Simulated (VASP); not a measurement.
# As (R-3m) in VASP: single point with PBEsol

Aim: the single point of As with PBEsol.

Program: VASP 6.6.1. These are calculated values, not measurements. Logs are shortened: lines on timing, memory, paths and dates and some standing lists are left out, and cuts for length are marked.

### Step 1. The cell of the first run

The structure is trigonal, space group R-3m (No. 166). The conventional cell has a = 3.755 Å, b = 3.755 Å, c = 11.113 Å, α = 90.00°, β = 90.00°, γ = 120.00°. Within 3.3 Å of As (site symmetry 3m) lie 6 As at 2.52 to 3.25 Å.

### Step 2. Single point, PBEsol, non-collinear spin, zero start, spin-orbit coupling

INCAR

```
PREC = Accurate ; ENCUT = 500
EDIFF = 1E-6 ; ISMEAR = -1
SIGMA = 0.05 ; LREAL = False
LASPH = True ; NELM = 200
ALGO = Normal ; ISIF = 2
LWAVE = False ; LCHARG = False
LNONCOLLINEAR = True ; MAGMOM = 0 0 0 0 0 0
LORBIT = 11 ; LSORBIT = True
GGA_COMPAT = False ; LORBMOM = True
GGA = PS ; NBANDS = 22
```

KPOINTS

```
regular mesh
0
Gamma
  12 12 12
```

POSCAR

```
As
1.0
    1.8774110887      1.0839237974      3.7043351684
   -1.8774110887      1.0839237974      3.7043351684
    0.0000000000     -2.1678475948      3.7043351684
As
2
Direct
    0.2244335900      0.2244335900      0.2244335900
    0.7755664100      0.7755664100      0.7755664100
```

Potentials or basis: VASP PAW PBE potentials, release 64 (As).

Run with:

```console
cat potpaw_PBE.64/As/POTCAR > POTCAR
mpirun -np 1 vasp_ncl > vasp.out
```

OUTCAR:

```text
PREC = Accurate
   ENCUT = 500
   EDIFF = 1E-6
   ISMEAR = -1
   LREAL = False
   LASPH = True
   NELM = 200
   ISIF = 2
   LNONCOLLINEAR = True
   LORBIT = 11
   LSORBIT = True
   GGA = PS

 ion  position               nearest neighbor table
   1  0.224  0.224  0.224-   2 2.52   2 2.52   2 2.52
   2  0.776  0.776  0.776-   1 2.52   1 2.52   1 2.52

  LATTYP: Found a trigonal (rhomboedric) cell.
 ALAT       =     4.2920463924
 COS(alpha) =     0.6173339462

  Lattice vectors:

 A1 = (   1.8774110887,   1.0839237974,   3.7043351684)
 A2 = (  -1.8774110887,   1.0839237974,   3.7043351684)
 A3 = (   0.0000000000,  -2.1678475948,   3.7043351684)

Analysis of symmetry for initial positions (statically):
=====================================================================
 Subroutine PRICEL returns:
 Original cell was already a primitive cell.

 Routine SETGRP: Setting up the symmetry group for a
 trigonal (rhombohedral) supercell.

 Subroutine GETGRP returns: Found 12 space group operations
 (whereof 12 operations were pure point group operations)
 out of a pool of 12 trial point group operations.

The static configuration has the point symmetry D_3d.

Analysis of symmetry for dynamics (positions and initial velocities):
=====================================================================
 Subroutine PRICEL returns:
 Original cell was already a primitive cell.

 Routine SETGRP: Setting up the symmetry group for a
 trigonal (rhombohedral) supercell.

 Subroutine GETGRP returns: Found 12 space group operations
 (whereof 12 operations were pure point group operations)
 out of a pool of 12 trial point group operations.

The dynamic configuration has the point symmetry D_3d.

Analysis of structural, dynamic, and magnetic symmetry:
=====================================================================
 Subroutine PRICEL returns:
 Original cell was already a primitive cell.

 Routine SETGRP: Setting up the symmetry group for a
 trigonal (rhombohedral) supercell.

 Subroutine GETGRP returns: Found 12 space group operations
 (whereof 12 operations were pure point group operations)
 out of a pool of 12 trial point group operations.

The overall configuration has the point symmetry D_3d.

 Subroutine INISYM returns: Found 12 space group operations
 (whereof 12 operations are pure point group operations),
 and found     1 'primitive' translations

----------------------------------------------------------------------------------------

[... 774 lines left out ...]
 -----------------------------------------------------------------------------------
    total drift:                                0.000000      0.000000      0.000000

  FREE ENERGIE OF THE ION-ELECTRON SYSTEM (eV)
  ---------------------------------------------------
  free  energy   TOTEN  =       -10.1974765130 eV

  energy  without entropy=      -10.1953972585  energy(sigma->0) =      -10.19643689

 orbital moment (x)

 # of ion     p       d       tot
 ----------------------------------------
  1         0.000   0.000   0.000
  2         0.000   0.000   0.000
 ----------------------------------------
            0.000   0.000   0.000

 orbital moment (y)

 # of ion     p       d       tot
 ----------------------------------------
  1         0.000   0.000   0.000
  2        -0.000   0.000   0.000
 ----------------------------------------
            0.000   0.000   0.000

 orbital moment (z)

 # of ion     p       d       tot
 ----------------------------------------
  1         0.000   0.000   0.000
  2         0.000   0.000   0.000
 ----------------------------------------
            0.000   0.000   0.000

 Spin-Orbit-Coupling matrix elements

 Ion:    1  E_soc:     -0.0261814
 l=   1
     0.0000000    -0.0044465    -0.0041874
    -0.0044465     0.0000000    -0.0044465
    -0.0041874    -0.0044465     0.0000000
 l=   2
     0.0000000    -0.0000004     0.0000000    -0.0000004    -0.0000045
    -0.0000004     0.0000000    -0.0000023     0.0000006    -0.0000004
     0.0000000    -0.0000023     0.0000000    -0.0000023     0.0000000
    -0.0000004     0.0000006    -0.0000023     0.0000000    -0.0000004
    -0.0000045    -0.0000004     0.0000000    -0.0000004     0.0000000
 l=   3
     0.0000000     0.0000000     0.0000000     0.0000000     0.0000000     0.0000000     0.0000000
     0.0000000     0.0000000     0.0000000     0.0000000     0.0000000     0.0000000     0.0000000
     0.0000000     0.0000000     0.0000000     0.0000000     0.0000000     0.0000000     0.0000000
     0.0000000     0.0000000     0.0000000     0.0000000     0.0000000     0.0000000     0.0000000
     0.0000000     0.0000000     0.0000000     0.0000000     0.0000000     0.0000000     0.0000000
     0.0000000     0.0000000     0.0000000     0.0000000     0.0000000     0.0000000     0.0000000
     0.0000000     0.0000000     0.0000000     0.0000000     0.0000000     0.0000000     0.0000000

 Ion:    2  E_soc:     -0.0261814
 l=   1
     0.0000000    -0.0044465    -0.0041874
    -0.0044465     0.0000000    -0.0044465
    -0.0041874    -0.0044465     0.0000000
 l=   2
     0.0000000    -0.0000004     0.0000000    -0.0000004    -0.0000045
    -0.0000004     0.0000000    -0.0000023     0.0000006    -0.0000004
     0.0000000    -0.0000023     0.0000000    -0.0000023     0.0000000
    -0.0000004     0.0000006    -0.0000023     0.0000000    -0.0000004
    -0.0000045    -0.0000004     0.0000000    -0.0000004     0.0000000
 l=   3
     0.0000000     0.0000000     0.0000000     0.0000000     0.0000000     0.0000000     0.0000000
     0.0000000     0.0000000     0.0000000     0.0000000     0.0000000     0.0000000     0.0000000
     0.0000000     0.0000000     0.0000000     0.0000000     0.0000000     0.0000000     0.0000000
     0.0000000     0.0000000     0.0000000     0.0000000     0.0000000     0.0000000     0.0000000
     0.0000000     0.0000000     0.0000000     0.0000000     0.0000000     0.0000000     0.0000000
     0.0000000     0.0000000     0.0000000     0.0000000     0.0000000     0.0000000     0.0000000
     0.0000000     0.0000000     0.0000000     0.0000000     0.0000000     0.0000000     0.0000000

 total charge

# of ion       s       p       d       tot
------------------------------------------
    1        1.304   1.348   0.046   2.698
    2        1.304   1.348   0.046   2.698
--------------------------------------------------
tot          2.609   2.696   0.091   5.396

 magnetization (x)

# of ion       s       p       d       tot
------------------------------------------
    1        0.000   0.000   0.000   0.000
    2        0.000   0.000   0.000   0.000
--------------------------------------------------
tot          0.000   0.000   0.000   0.000

 magnetization (y)

# of ion       s       p       d       tot
------------------------------------------
    1        0.000   0.000   0.000   0.000
    2        0.000   0.000  -0.000  -0.000
--------------------------------------------------
tot          0.000   0.000  -0.000  -0.000

 magnetization (z)

# of ion       s       p       d       tot
------------------------------------------
    1        0.000   0.000   0.000   0.000
    2        0.000   0.000   0.000   0.000
--------------------------------------------------
tot          0.000   0.000   0.000   0.000
```

OSZICAR:

```text
N       E                     dE             d eps       ncg     rms          rms(c)
DAV:   1     0.321100270317E+02    0.32110E+02   -0.37835E+03  8316   0.736E+02
DAV:   2    -0.781548742968E+01   -0.39926E+02   -0.37786E+02 11068   0.128E+02
DAV:   3    -0.102180844877E+02   -0.24026E+01   -0.23804E+01 10530   0.306E+01
DAV:   4    -0.102353389829E+02   -0.17254E-01   -0.17249E-01  9692   0.289E+00
DAV:   5    -0.102354006578E+02   -0.61675E-04   -0.61675E-04 10124   0.189E-01    0.332E+00
DAV:   6    -0.102107876358E+02    0.24613E-01   -0.66447E-03  9576   0.500E-01    0.199E+00
DAV:   7    -0.101974329202E+02    0.13355E-01   -0.14847E-02  9288   0.758E-01    0.874E-02
DAV:   8    -0.101974500253E+02   -0.17105E-04   -0.43918E-04  9672   0.136E-01    0.647E-02
DAV:   9    -0.101974688395E+02   -0.18814E-04   -0.53727E-05  9646   0.431E-02    0.165E-02
DAV:  10    -0.101974765072E+02   -0.76677E-05   -0.80028E-06  9464   0.198E-02    0.966E-03
DAV:  11    -0.101974765130E+02   -0.58156E-08   -0.57943E-07  8400   0.557E-03
   1 F= -.10197477E+02 E0= -.10196437E+02  d E =-.207925E-02  mag=    -0.0000    -0.0000     0.0000
```

It took 2.7 min on 1 thread of Intel Xeon 6975P-C (Granite Rapids), shared host; peak memory 0.45 GiB.

What came out:

```
Free energy                                           : -10.1975 eV
Pressure                                              : -1.0 GPa
Largest force                                         : 0.238 eV/Å
Net moment                                            : 0.00 μB per cell
Valence electrons inside the program's atomic spheres : As 2.70
```

Forces in eV/Å, atoms in the order of the input:
```
As   0.000  0.000  0.238
As   0.000  0.000 -0.238
```

Moments on the atoms (μB; x, y, z):
```
As  0.00 0.00 0.00
As  0.00 0.00 0.00
```

Caveat: the PAW data sets were made with another functional, which shifts forces and pressure a little.
